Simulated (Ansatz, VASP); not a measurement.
As: VASP beside Ansatz

File INCAR:

```
SYSTEM = As
PREC     = Accurate       ! precision mode
ENCUT    = 600            ! plane-wave cutoff, eV
EDIFF    = 1E-6           ! SCF threshold, eV
ISMEAR   = 0              ! smearing method
SIGMA    = 0.1            ! smearing width, eV
LREAL    = .False.        ! projectors in reciprocal space
LASPH    = .True.         ! aspherical terms in the spheres
NELM     = 80             ! most SCF steps
ALGO     = Normal         ! electronic algorithm
ISIF     = 3              ! what is computed and relaxed
LWAVE    = .False.        ! write WAVECAR
LCHARG   = .False.        ! write CHGCAR
GGA      = PE             ! functional
IBRION   = 2              ! ionic algorithm
NSW      = 100            ! ionic steps
EDIFFG   = -0.01          ! ionic threshold
```

Contents of KPOINTS:

```
regular mesh
0
Gamma
  12 12 20
  0 0 0
```

POSCAR

```
As
1.0
    4.6732477310      0.0000000000      0.0000000000
   -2.3366238655      4.0471512532      0.0000000000
    0.0000000000      0.0000000000      2.7212564107
As
2
Direct
    0.6666666667      0.3333333333      0.5000000000
    0.3333333333      0.6666666667      0.5000000000
```

Input for Ansatz:

```yaml
crystal:
  lattice:
    - [4.673247731, 0.0, 0.0]
    - [-2.3366238655, 4.0471512532, 0.0]
    - [0.0, 0.0, 2.7212564107]
  atoms:
    - { symbol: As, position: [0.6666666667, 0.3333333333, 0.5] }
    - { symbol: As, position: [0.3333333333, 0.6666666667, 0.5] }
basis:
  ecutwfc: 420
kpoints:
  mp_grid: { grid: [12, 12, 20] }
hamiltonian:
  xc: pbe
scf:
  occupations: { method: gaussian, width: 0.1 }
output:
  forces: true
  stress: true
  eigenvalues: true
  write_density: true
  write_potential: true
  elf: true
  volumetric_format: npy
relax:
  adjacent_minimum: "off"
  f_tol: 0.01
  max_steps: 80
  cell: { stress_tol: 0.05 }
```

Alike in both runs: task relaxation of cell and atoms; functional PBE; k mesh 12 × 12 × 20; occupations gaussian, width 0.1 eV; no spin polarisation.

|  | VASP | Ansatz |
| --- | --- | --- |
| version | VASP 6.6.1 | Ansatz 0.2.0 |
| potentials or method | VASP PAW PBE potentials, release 64 (As), cutoff 600 eV | scalar-relativistic, plane waves, PAW |
| valence electrons in the cell | 10 | 30 |

```csv
,VASP,Ansatz,Ansatz less VASP
"gap on the k mesh at the Fermi level, each at its own relaxed structure (eV)",none,none,-
relaxed volume (Å³/atom),25.61,25.55,-0.059
relaxed cell length with the largest relative difference (Å),4.571,4.566,-0.0043
```

A gap of «none» marks a metal or a gap that the smearing closes. VASP's potentials hold 10 valence electrons a cell and Ansatz's 30, so a difference there can come from the potentials and not from the codes.
